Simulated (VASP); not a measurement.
# Co (P6_3/mmc) in VASP: further runs, part 3 of 3

VASP 6.6.1. The steps go on from the part before.

## 7. The runs side by side

| cell | k mesh | smearing | gap on the mesh (eV) | pressure (GPa) | moment (μB) |
| --- | --- | --- | --- | --- | --- |
| a = 2.355, b = 2.355, c = 3.801 Å, angles 90.0, 90.0, 120.0°, 2 atoms | 18 × 18 × 10 | gaussian 0.1 eV | none | 40.6 | 2.92 |
| a = 2.381, b = 2.381, c = 3.845 Å, angles 90.0, 90.0, 120.0°, 2 atoms | 18 × 18 × 10 | gaussian 0.1 eV | none | 27.6 | 3.01 |
| a = 2.407, b = 2.407, c = 3.887 Å, angles 90.0, 90.0, 120.0°, 2 atoms | 18 × 18 × 10 | gaussian 0.1 eV | none | 16.5 | 3.06 |
| a = 2.432, b = 2.432, c = 3.929 Å, angles 90.0, 90.0, 120.0°, 2 atoms | 18 × 18 × 10 | gaussian 0.1 eV | none | 7.1 | 3.10 |
| a = 2.456, b = 2.456, c = 3.969 Å, angles 90.0, 90.0, 120.0°, 2 atoms | 18 × 18 × 8 | gaussian 0.15 eV | none | -0.8 | 3.14 |

Alike in all rows: task single point; level PBEsol; potentials or basis VASP PAW PBE potentials, release 64 (Co); spin collinear, ferromagnetic start; cutoff (eV) 520.

Caveats: the PAW data sets were made with another functional, which shifts forces and pressure a little; the cell stands under pressure (at least some runs).

Total energies depend on the potentials used, so only differences within one code and one set of settings carry meaning.
